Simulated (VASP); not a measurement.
# LaCoPO (P4/nmm) in VASP: a series of runs, part 2 of 2

VASP 6.6.1.

## 3. Relaxation of shape and atoms at fixed volume, PBE (16.13 Å³/atom)

This run uses another cell than the first one, of 16.13 Å³/atom.

Contents of INCAR:

```
PREC     = Accurate       # precision mode
ENCUT    = 600            # plane-wave cutoff, eV
EDIFF    = 1E-7           # SCF threshold, eV
ISMEAR   = 0              # smearing method
SIGMA    = 0.05           # smearing width, eV
LREAL    = False          # projectors in reciprocal space
LASPH    = True           # aspherical terms in the spheres
NELM     = 60             # most SCF steps
ALGO     = Normal         # electronic algorithm
ISIF     = 4              # what is computed and relaxed
LWAVE    = False          # write WAVECAR
LCHARG   = False          # write CHGCAR
GGA      = PE             # functional
IBRION   = 2              # ionic algorithm
NSW      = 60             # ionic steps
EDIFFG   = -0.01          # ionic threshold
```

Contents of KPOINTS:

```
regular mesh
0
Gamma
  8 8 4
```

Contents of POSCAR:

```
LaCoPO
1.0
    3.9121642939      0.0000000000      0.0000000000
    0.0000000000      3.9121642939      0.0000000000
    0.0000000000      0.0000000000      8.4323842660
La Co P O
2 2 2 2
Direct
    0.0000000000      0.5000000000      0.8485388744
    0.5000000000      0.0000000000      0.1514611256
    0.5000000000      0.5000000000      0.5000000000
    0.0000000000      0.0000000000      0.5000000000
    0.5000000000      0.0000000000      0.6259790174
    0.0000000000      0.5000000000      0.3740209826
    0.0000000000      0.0000000000      0.0000000000
    0.5000000000      0.5000000000      0.0000000000
```

Potentials or basis: VASP PAW PBE potentials, release 64 (La, Co, P, O).

Launch:

```console
$ cat potpaw_PBE.64/La/POTCAR potpaw_PBE.64/Co/POTCAR potpaw_PBE.64/P/POTCAR potpaw_PBE.64/O/POTCAR > POTCAR
$ mpirun -np 1 vasp_std > vasp.out
```

OUTCAR:

```text
PREC = Accurate
   ENCUT = 600
   EDIFF = 1E-7
   ISMEAR = 0
   LREAL = False
   LASPH = True
   NELM = 60
   ISIF = 4
   GGA = PE
   IBRION = 2
   NSW = 60
   EDIFFG = -0.01

 ion  position               nearest neighbor table
   1  0.000  0.500  0.849-   7 2.34   8 2.34   7 2.34   8 2.34
   2  0.500  0.000  0.151-   7 2.34   8 2.34   8 2.34   7 2.34
   3  0.500  0.500  0.500-   5 2.23   6 2.23   5 2.23   6 2.23   4 2.77   4 2.77   4 2.77   4 2.77

   4  0.000  0.000  0.500-   5 2.23   6 2.23   6 2.23   5 2.23   3 2.77   3 2.77   3 2.77   3 2.77

   5  0.500  0.000  0.626-   3 2.23   4 2.23   3 2.23   4 2.23
   6  0.000  0.500  0.374-   3 2.23   4 2.23   4 2.23   3 2.23
   7  0.000  0.000  0.000-   1 2.34   2 2.34   1 2.34   2 2.34
   8  0.500  0.500  0.000-   1 2.34   2 2.34   2 2.34   1 2.34

  LATTYP: Found a simple tetragonal cell.
 ALAT       =     3.9121642939
 C/A-ratio  =     2.1554269280

  Lattice vectors:

 A1 = (   3.9121642939,   0.0000000000,   0.0000000000)
 A2 = (   0.0000000000,   3.9121642939,   0.0000000000)
 A3 = (   0.0000000000,   0.0000000000,   8.4323842660)

Analysis of symmetry for initial positions (statically):
[... 194 lines left out ...]
  Direction    XX          YY          ZZ          XY          YZ          ZX
  --------------------------------------------------------------------------------------
  -------------------------------------------------------------------------------------
  Total        2.1763367      2.1763367      1.7862730      0.0000000      0.0000000      0.0000000
  in kB       27.0179317     27.0179317     22.1755224      0.0000000      0.0000000      0.0000000
  external PRESSURE =      25.4037952 kB  Pullay stress =       0.0000000 kB
[... 155 lines left out ...]
--------------------------------------- Ionic step        5  -------------------------------------------

 number of electron      62.0000002 magnetization

 Free energy of the ion-electron system (eV)
  ---------------------------------------------------
  ext. energy  EPLUGINS =         0.00000000
  ---------------------------------------------------
  free energy    TOTEN  =       -60.40593413 eV

  energy without entropy =      -60.39786378  energy(sigma->0) =      -60.40189896

 E-fermi :   8.6377     XC(G=0): -10.9731

 val. band max:        8.6373265696   @ k =   0.5000   0.3750   0.2500
 cond. band min:       8.6407975518   @ k =   0.5000   0.3750   0.0000
 fundamental gap:      0.0034709822
 Fermi energy:         8.6376604343

 k-point     1 :       0.0000    0.0000    0.0000
  band No.  band energies     occupation
      1     -23.2511      2.00000
      2     -23.0134      2.00000
      3     -10.8059      2.00000
      4      -9.2503      2.00000
      5      -7.0868      2.00000
      6      -7.0868      2.00000
[... 949 lines left out ...]
     36      11.4613      0.00000
     37      11.6387      0.00000

 [... further k-points ...]

------------------------ aborting loop because EDIFF is reached ----------------------------------------

  FORCE on cell =-STRESS in cart. coord.  units (eV):
  Direction    XX          YY          ZZ          XY          YZ          ZX
  --------------------------------------------------------------------------------------
  -------------------------------------------------------------------------------------
  Total        1.5043162      1.5043162      1.4820072      0.0000000      0.0000000      0.0000000
  in kB       18.6751949     18.6751949     18.3982418      0.0000000      0.0000000      0.0000000
  external PRESSURE =      18.5828772 kB  Pullay stress =       0.0000000 kB
[... 23 lines left out ...]
  FREE ENERGIE OF THE ION-ELECTRON SYSTEM (eV)
  ---------------------------------------------------
  free  energy   TOTEN  =       -60.4059341310 eV

  energy  without entropy=      -60.3978637838  energy(sigma->0) =      -60.40189896

 reached required accuracy - stopping structural energy minimisation
```

OSZICAR:

```text
N       E                     dE             d eps       ncg     rms          rms(c)
DAV:   1     0.672190082430E+03    0.67219E+03   -0.26534E+04  3346   0.274E+03
[... 56 lines left out ...]
DAV:   1    -0.604059650683E+02   -0.79386E-04   -0.13581E-02  4760   0.112E+00    0.796E-02
DAV:   2    -0.604061324411E+02   -0.16737E-03   -0.20101E-03  5772   0.517E-01    0.129E-01
DAV:   3    -0.604059496907E+02    0.18275E-03   -0.76614E-04  5092   0.372E-01    0.358E-02
DAV:   4    -0.604059367152E+02    0.12975E-04   -0.14304E-04  6260   0.109E-01    0.159E-02
DAV:   5    -0.604059341422E+02    0.25730E-05   -0.16848E-05  6124   0.398E-02    0.652E-03
DAV:   6    -0.604059341843E+02   -0.42154E-07   -0.42727E-06  6412   0.209E-02    0.286E-03
DAV:   7    -0.604059341310E+02    0.53348E-07   -0.62767E-07  3996   0.829E-03
   5 F= -.60405934E+02 E0= -.60401899E+02  d E =-.453843E-03
```

CONTCAR:

```text
LaCoPO
   1.00000000000000
     3.9183384042028355    0.0000000000000000   -0.0000000000000000
     0.0000000000000000    3.9183384042028355    0.0000000000000000
     0.0000000000000000    0.0000000000000000    8.4058314531015306
  La              Co              P               O
     2     2     2     2
Direct
     0.0000000000000000    0.5000000000000000    0.8473060273593624
     0.5000000000000000    0.0000000000000000    0.1526939726406376
     0.5000000000000000    0.5000000000000000    0.5000000000000000
     0.0000000000000000    0.0000000000000000    0.5000000000000000
     0.5000000000000000    1.0000000000000000    0.6275365498397647
     0.0000000000000000    0.5000000000000000    0.3724634501602352
     0.0000000000000000    0.0000000000000000    0.0000000000000000
     0.5000000000000000    0.5000000000000000    0.0000000000000000

  0.00000000E+00  0.00000000E+00  0.00000000E+00
  0.00000000E+00  0.00000000E+00  0.00000000E+00
  0.00000000E+00  0.00000000E+00  0.00000000E+00
  0.00000000E+00  0.00000000E+00  0.00000000E+00
  0.00000000E+00  0.00000000E+00  0.00000000E+00
  0.00000000E+00  0.00000000E+00  0.00000000E+00
  0.00000000E+00  0.00000000E+00  0.00000000E+00
  0.00000000E+00  0.00000000E+00  0.00000000E+00
```

It took 21 min on 1 thread of Intel Xeon 8259CL, shared host; peak memory 0.48 GiB.

What came out:

- Free energy: -60.4059 eV
- Energy gained by relaxing: 0.7 meV/atom
- Ionic steps: 5
- Pressure after relaxing: 1.9 GPa
- Largest force after relaxing: 0.006 eV/Å
- Band gap on the k mesh: zero (bands 31 and 32 overlap by 2.17 eV)

Forces in eV/Å, atoms in the order of the input:
```
La   0.000  0.000 -0.003
La   0.000  0.000  0.003
Co   0.000  0.000  0.000
Co   0.000  0.000  0.000
P    0.000  0.000 -0.006
P    0.000  0.000  0.006
O    0.000  0.000  0.000
O    0.000  0.000  0.000
```

Step by step:
| step | energy change (eV) | largest force (eV/Å) | pressure (GPa) | volume (Å³) |
| --- | --- | --- | --- | --- |
| 1 | 0.0000 | 0.2527 | 2.54 | 129.06 |
| 2 | -0.0050 | 0.0520 | 1.92 | 129.06 |
| 3 | -0.0050 | 0.0470 | 1.89 | 129.06 |
| 4 | -0.0054 | 0.0143 | 1.85 | 129.06 |
| 5 | -0.0055 | 0.0064 | 1.86 | 129.06 |

Final structure:
```
La Co P O
1.0
     3.91834    0.00000    0.00000
     0.00000    3.91834    0.00000
     0.00000    0.00000    8.40583
La Co P O
2 2 2 2
Cartesian
  0.0000 1.9592 7.1223
  1.9592 0.0000 1.2835
  1.9592 1.9592 4.2029
  0.0000 0.0000 4.2029
  1.9592 3.9183 5.2750
  0.0000 1.9592 3.1309
  0.0000 0.0000 0.0000
  1.9592 1.9592 0.0000
```

Caveat: spin-orbit coupling is left out, which moves the levels of the heavy elements; the run has no spin polarisation, though such a crystal can be magnetic. Spin polarisation is off, so any magnetic state and its effect on volume and gap are missing.

The gap in the log of VASP goes by the Fermi energy; the results here count the filled bands.